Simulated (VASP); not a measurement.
# Ti (P6_3/mmc) in VASP: notebook

The runs below take Ti through single point, with r2SCAN.

Everything below comes from runs of VASP 6.6.1. Logs are shortened: lines on timing, memory, paths and dates and some standing lists are left out, and cuts for length are marked.

## (1) The cell of the first run

It takes space group P6_3/mmc (No. 194, hexagonal). Conventional cell: a = 2.936 Å, b = 2.936 Å, c = 4.644 Å, α = 90.00°, β = 90.00°, γ = 120.00°. Within 3.8 Å of Ti (site symmetry -6m2) lie 12 Ti at 2.87 to 2.94 Å.

## (2) Single point, r2SCAN

Input file POSCAR:

```
Ti
1.0
    2.9364061089      0.0000000000      0.0000000000
   -1.4682030544      2.5430022862      0.0000000000
    0.0000000000      0.0000000000      4.6438230401
Ti
2
Direct
    0.3333333333      0.6666666667      0.7500000000
    0.6666666667      0.3333333333      0.2500000000
```

Input file INCAR.step1:

```
SYSTEM = Ti
PREC     = Accurate       ! precision mode
ENCUT    = 520            ! plane-wave cutoff, eV
ISMEAR   = 0              ! smearing method
SIGMA    = 0.05           ! smearing width, eV
LREAL    = .FALSE.        ! projectors in reciprocal space
LASPH    = .TRUE.         ! aspherical terms in the spheres
NELM     = 100            ! most SCF steps
NBANDS   = 19             ! bands
GGA      = PE             ! functional
ALGO     = Normal         ! electronic algorithm
EDIFF    = 1E-4           ! SCF threshold, eV
LWAVE    = .TRUE.         ! write WAVECAR
LCHARG   = .FALSE.        ! write CHGCAR
```

Input file INCAR.step2:

```
SYSTEM = Ti
PREC     = Accurate       ! precision mode
ENCUT    = 520            ! plane-wave cutoff, eV
EDIFF    = 1E-6           ! SCF threshold, eV
ISMEAR   = 0              ! smearing method
SIGMA    = 0.05           ! smearing width, eV
LREAL    = .FALSE.        ! projectors in reciprocal space
LASPH    = .TRUE.         ! aspherical terms in the spheres
NELM     = 100            ! most SCF steps
ALGO     = Normal         ! electronic algorithm
ISIF     = 2              ! what is computed and relaxed
LWAVE    = .FALSE.        ! write WAVECAR
LCHARG   = .FALSE.        ! write CHGCAR
METAGGA  = R2SCAN         ! meta-GGA
LMIXTAU  = .TRUE.       
NBANDS   = 19             ! bands
ISTART   = 1
```

Input file KPOINTS:

```
Automatic mesh
0
G
  16 16 10
  0 0 0
```

Potentials or basis: VASP PAW PBE potentials, release 64 (Ti_sv).

Command:

```
$ cat potpaw_PBE.64/Ti_sv/POTCAR > POTCAR
$ cp INCAR.step1 INCAR
$ mpirun -np 1 vasp_std > vasp.out
$ cp INCAR.step2 INCAR
$ mpirun -np 1 vasp_std > vasp.out
```

OUTCAR:

```text
SYSTEM = Ti
   PREC = Accurate
   ENCUT = 520
   EDIFF = 1E-6
   ISMEAR = 0
   LREAL = .FALSE.
   LASPH = .TRUE.
   NELM = 100
   ISIF = 2
   METAGGA = R2SCAN
   ISTART = 1

 ion  position               nearest neighbor table
   1  0.333  0.667  0.750-   2 2.87   2 2.87   2 2.87   2 2.87   2 2.87   2 2.87
   2  0.667  0.333  0.250-   1 2.87   1 2.87   1 2.87   1 2.87   1 2.87   1 2.87

  LATTYP: Found a hexagonal cell.
 ALAT       =     2.9364061089
 C/A-ratio  =     1.5814648478

  Lattice vectors:

 A1 = (   2.9364061089,   0.0000000000,   0.0000000000)
 A2 = (  -1.4682030544,   2.5430022862,   0.0000000000)
 A3 = (   0.0000000000,   0.0000000000,   4.6438230401)

Analysis of symmetry for initial positions (statically):
=====================================================================
 Subroutine PRICEL returns:
 Original cell was already a primitive cell.

 Routine SETGRP: Setting up the symmetry group for a
 hexagonal supercell.

 Subroutine GETGRP returns: Found 24 space group operations
 (whereof 12 operations were pure point group operations)
 out of a pool of 24 trial point group operations.

The static configuration has the point symmetry D_3d.
 The point group associated with its full space group is D_6h.

Analysis of symmetry for dynamics (positions and initial velocities):
=====================================================================
 Subroutine PRICEL returns:
 Original cell was already a primitive cell.

 Routine SETGRP: Setting up the symmetry group for a
 hexagonal supercell.

 Subroutine GETGRP returns: Found 24 space group operations
 (whereof 12 operations were pure point group operations)
 out of a pool of 24 trial point group operations.

The dynamic configuration has the point symmetry D_3d.
 The point group associated with its full space group is D_6h.

 Subroutine INISYM returns: Found 24 space group operations
 (whereof 12 operations are pure point group operations),
 and found     1 'primitive' translations

----------------------------------------------------------------------------------------

                                     Primitive cell

  volume of cell :      34.6768

  direct lattice vectors                    reciprocal lattice vectors
     2.936406109  0.000000000  0.000000000     0.340552350  0.196617991  0.000000000
    -1.468203054  2.543002286  0.000000000     0.000000000  0.393235982  0.000000000
     0.000000000  0.000000000  4.643823040     0.000000000  0.000000000  0.215339816

  length of vectors
[... 81 lines left out ...]
   NELM   =    100;   NELMIN=  2; NELMDL=  0     # of ELM steps
   EDIFF  = 0.1E-05   stopping-criterion for ELM
   LREAL  =      F    real-space projection
   EDIFFG = 0.1E-04   stopping-criterion for IOM
   NSW    =      0    number of steps for IOM
   IBRION =     -1    ionic relax: 0-MD 1-quasi-New 2-CG
   NFREE  =      0    steps in history (QN), initial steepest desc. (CG)
   ISIF   =      2    stress and relaxation
   ISYM   =      2    0-nonsym 1-usesym 2-fastsym
   POTIM  = 0.5000    time-step for ionic-motion
   TEBEG  =    0.0;   TEEND  =   0.0 temperature during run
   PSTRESS=    0.0 pullay stress
   NELECT =      24.0000    total number of electrons
   NUPDOWN=      -1.0000    fix difference up-down
   EMIN   =  10.00;   EMAX   =-10.00  energy-range for DOS
   EFERMI =   0.00;   METHOD = LEGACY
   ISMEAR =     0;   SIGMA  =   0.05  broadening in eV -4-tet -1-fermi 0-gaus
   EFERMI_NEDOS =   21; number of points for ismear=-14 and -15
   IALGO  =     38    algorithm
   IMIX   =      4    mixing-type and parameters
     AMIX     =   0.40;   BMIX     =  1.00
     AMIX_MAG =   1.60;   BMIX_MAG =  1.00
  volume/ion in A,a.u.               =      17.34       117.01
  Fermi-wavevector in a.u.,A,eV,Ry     =   1.448102  2.736515 28.531398  2.096999
  Thomas-Fermi vector in A             =   2.565981
   LORBIT       =      0    0 simple, 1 ext, 2 COOP (PROOUT), +10 PAW based schemes
   METAGGA = R2SCAN    functional components
   LHFCALC =     F    Hartree Fock is set to
   AEXX    =    0.0000 exact exchange contribution
   IVDW    =     0    specifies the selected vdW correction
   LEPSILON=     F    determine dielectric tensor
   LRPA    =     F    only Hartree local field effects (RPA)
 non-spin polarized calculation
 Gauss-broadening in eV      SIGMA  =   0.05
  energy-cutoff  :      520.00
  volume of cell :       34.68
 maximum number of plane-waves:       965
 NGX is ok and might be reduce to    24
   NGX = 11   NGY = 11   NGZ = 17

 number of electron      24.0000002 magnetization

 Free energy of the ion-electron system (eV)
  ---------------------------------------------------
  ext. energy  EPLUGINS =         0.00000000
  ---------------------------------------------------
  free energy    TOTEN  =       -25.90227817 eV

  energy without entropy =      -25.89997649  energy(sigma->0) =      -25.90112733

 E-fermi :   8.4178     XC(G=0): -12.4056

 val. band max:        8.4125799623   @ k =   0.0625  -0.0000   0.5000
 cond. band min:       8.4266445292   @ k =   0.1250   0.0625   0.0000
 fundamental gap:      0.0140645669
 Fermi energy:         8.4178458160

 k-point     1 :       0.0000    0.0000    0.0000
  band No.  band energies     occupation
      1     -50.8247      2.00000
      2     -50.6794      2.00000
      3     -26.3879      2.00000
      4     -25.7173      2.00000
      5     -25.7172      2.00000
      6     -25.6452      2.00000
[... 505 lines left out ...]
      6     -25.8624      2.00000
[... 11 lines left out ...]
     18      12.0577      0.00000
     19      12.2944      0.00000

 [... further k-points ...]

------------------------ aborting loop because EDIFF is reached ----------------------------------------

  FORCE on cell =-STRESS in cart. coord.  units (eV):
  Direction    XX          YY          ZZ          XY          YZ          ZX
  --------------------------------------------------------------------------------------
  -------------------------------------------------------------------------------------
  Total        0.0402460      0.0402460      0.0560829      0.0000000     -0.0000000      0.0000000
  in kB        1.8594918      1.8594918      2.5912110      0.0000000     -0.0000000      0.0000000
  external PRESSURE =       2.1033982 kB  Pullay stress =       0.0000000 kB

 VOLUME and BASIS-vectors are now :
 -----------------------------------------------------------------------------
  energy-cutoff  :      520.00
  volume of cell :       34.68
      direct lattice vectors                 reciprocal lattice vectors
     2.936406109  0.000000000  0.000000000     0.340552350  0.196617991  0.000000000
    -1.468203054  2.543002286  0.000000000     0.000000000  0.393235982  0.000000000
     0.000000000  0.000000000  4.643823040     0.000000000  0.000000000  0.215339816

 POSITION                                       TOTAL-FORCE (eV/Angst)
 -----------------------------------------------------------------------------------
     -0.00000      1.69533      3.48287         0.000000     -0.000000      0.000000
      1.46820      0.84767      1.16096        -0.000000      0.000000      0.000000
 -----------------------------------------------------------------------------------
    total drift:                                0.000000     -0.000000      0.000000

  FREE ENERGIE OF THE ION-ELECTRON SYSTEM (eV)
  ---------------------------------------------------
  free  energy   TOTEN  =       -25.9022781688 eV

  energy  without entropy=      -25.8999764918  energy(sigma->0) =      -25.90112733
```

OSZICAR.step1:

```text
N       E                     dE             d eps       ncg     rms          rms(c)
DAV:   1     0.264517467101E+03    0.26452E+03   -0.13079E+04  6840   0.158E+03
DAV:   2     0.127796240804E+02   -0.25174E+03   -0.24776E+03  7020   0.442E+02
DAV:   3    -0.164589437228E+02   -0.29239E+02   -0.28891E+02 12785   0.124E+02
DAV:   4    -0.176909320414E+02   -0.12320E+01   -0.12304E+01  7858   0.265E+01
DAV:   5    -0.177525628046E+02   -0.61631E-01   -0.61623E-01 10118   0.417E+00    0.119E+01
DAV:   6    -0.156694869528E+02    0.20831E+01   -0.75751E+00  7911   0.276E+01    0.298E+00
DAV:   7    -0.156540056256E+02    0.15481E-01   -0.70610E-01 10313   0.614E+00    0.207E+00
DAV:   8    -0.156810068515E+02   -0.27001E-01   -0.20534E-01  7570   0.521E+00    0.713E-01
DAV:   9    -0.156725781303E+02    0.84287E-02   -0.47467E-02  7839   0.219E+00    0.696E-02
DAV:  10    -0.156729533026E+02   -0.37517E-03   -0.31215E-03  9766   0.334E-01    0.798E-02
DAV:  11    -0.156729996372E+02   -0.46335E-04   -0.11485E-04  5307   0.787E-02
   1 F= -.15673000E+02 E0= -.15671567E+02  d E =-.286560E-02
```

Wall time 4.3 min (1 thread of Intel Xeon Platinum 8375C at 2.90GHz (Ice Lake), shared host); peak memory 0.23 GiB.

Results:

```
Free energy            : -25.9023 eV
Pressure               : 0.2 GPa
Band gap on the k mesh : zero (bands 12 and 13 overlap by 1.22 eV)
```

Caveat: the PAW data sets were made with another functional, which shifts forces and pressure a little.

## (3) Single point, r2SCAN (17.31 Å³/atom)

Input file POSCAR:

```
Ti
1.0
    2.9349940135      0.0000000000      0.0000000000
   -1.4674970068      2.5417793757      0.0000000000
    0.0000000000      0.0000000000      4.6415898609
Ti
2
Direct
    0.3333333333      0.6666666667      0.7500000000
    0.6666666667      0.3333333333      0.2500000000
```

Input file INCAR.step1:

```
PREC     = Accurate       # precision mode
ENCUT    = 520            # plane-wave cutoff, eV
ISMEAR   = 0              # smearing method
SIGMA    = 0.05           # smearing width, eV
LREAL    = F              # projectors in reciprocal space
LASPH    = T              # aspherical terms in the spheres
NELM     = 100            # most SCF steps
NBANDS   = 19             # bands
GGA      = PE             # functional
ALGO     = Normal         # electronic algorithm
EDIFF    = 1E-4           # SCF threshold, eV
LWAVE    = T              # write WAVECAR
LCHARG   = F              # write CHGCAR
```

Input file INCAR.step2:

```
PREC     = Accurate       # precision mode
ENCUT    = 520            # plane-wave cutoff, eV
EDIFF    = 1E-7           # SCF threshold, eV
ISMEAR   = 0              # smearing method
SIGMA    = 0.05           # smearing width, eV
LREAL    = F              # projectors in reciprocal space
LASPH    = T              # aspherical terms in the spheres
NELM     = 100            # most SCF steps
ALGO     = Normal         # electronic algorithm
ISIF     = 2              # what is computed and relaxed
LWAVE    = F              # write WAVECAR
LCHARG   = F              # write CHGCAR
METAGGA  = R2SCAN         # meta-GGA
LMIXTAU  = T            
NBANDS   = 19             # bands
ISTART   = 1
```

Input file KPOINTS:

```
regular mesh
0
Gamma
  16 16 10
```

Potentials or basis: VASP PAW PBE potentials, release 64 (Ti_sv).

Command:

```
$ cat potpaw_PBE.64/Ti_sv/POTCAR > POTCAR
$ cp INCAR.step1 INCAR
$ mpirun -np 1 vasp_std > vasp.out
$ cp INCAR.step2 INCAR
$ mpirun -np 1 vasp_std > vasp.out
```

Wall time 5.3 min (1 thread of Intel Xeon Platinum 8375C at 2.90GHz (Ice Lake), shared host); peak memory 0.23 GiB.

It converged, with:

| Item | Value |
| --- | --- |
| Free energy | -25.9022 eV |
| Pressure | 0.4 GPa |
| Band gap on the k mesh | zero (bands 12 and 13 overlap by 1.22 eV) |

Levels at points of the mesh, in eV from the Fermi level:
| k point | band 9 | band 10 | band 11 | band 12 | band 13 | band 14 | band 15 | band 16 |
| --- | --- | --- | --- | --- | --- | --- | --- | --- |
| (0.00, 0.00, 0.00) | -6.63 | -2.87 | 0.58 | 0.86 | 0.86 | 0.98 | 1.40 | 1.40 |
| (0.50, 0.00, 0.00) | -2.53 | -2.30 | -1.95 | -0.85 | 0.60 | 0.70 | 1.27 | 3.54 |
| (0.00, 0.00, 0.50) | -4.68 | -4.68 | 0.07 | 0.07 | 0.77 | 0.77 | 0.77 | 0.77 |
| (0.50, 0.00, 0.50) | -2.69 | -2.69 | -0.88 | -0.88 | 1.25 | 1.25 | 1.91 | 1.91 |

Caveat: the PAW data sets were made with another functional, which shifts forces and pressure a little.
